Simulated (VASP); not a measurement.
A run of VASP 6.6.1:

Contents of POSCAR:

```
ZrZn
1.0
    3.3233905690      0.0000000000      0.0000000000
    0.0000000000      3.3233905690      0.0000000000
    0.0000000000      0.0000000000      3.3233905690
Zr Zn
1 1
Direct
    0.5000000000      0.5000000000      0.5000000000
    0.0000000000      0.0000000000      0.0000000000
```

File INCAR.step1:

```
  PREC = Accurate
  ENCUT = 520
  ISMEAR = 0
  SIGMA = 0.1
  LREAL = False
  LASPH = True
  NELM = 80
  NBANDS = 19
  GGA = PE
  ALGO = Normal
  EDIFF = 1E-4
  LWAVE = True
  LCHARG = False
```

File INCAR.step2:

```
  PREC = Accurate
  ENCUT = 520
  EDIFF = 1E-7
  ISMEAR = 0
  SIGMA = 0.1
  LREAL = False
  LASPH = True
  NELM = 80
  ALGO = Normal
  ISIF = 2
  LWAVE = False
  LCHARG = False
  METAGGA = R2SCAN
  LMIXTAU = True
  NBANDS = 19
  ISTART = 1
```

KPOINTS

```
regular mesh
0
Gamma
  12 12 12
```

Potentials or basis: VASP PAW PBE potentials, release 64 (Zr_sv, Zn).

The run is started by

```bash
$ cat potpaw_PBE.64/Zr_sv/POTCAR potpaw_PBE.64/Zn/POTCAR > POTCAR
$ cp INCAR.step1 INCAR
$ mpirun -np 1 vasp_std > vasp.out
$ cp INCAR.step2 INCAR
$ mpirun -np 1 vasp_std > vasp.out
```

Hardware: 1 thread of Intel(R) Xeon(R) 6975P-C (Granite Rapids), with other jobs on the host.

Estimate the wall time of this run.

It took 83 s on 1 thread of Intel(R) Xeon(R) 6975P-C (Granite Rapids), on a shared host, peak memory 0.2 GiB. Counts: k points 84.
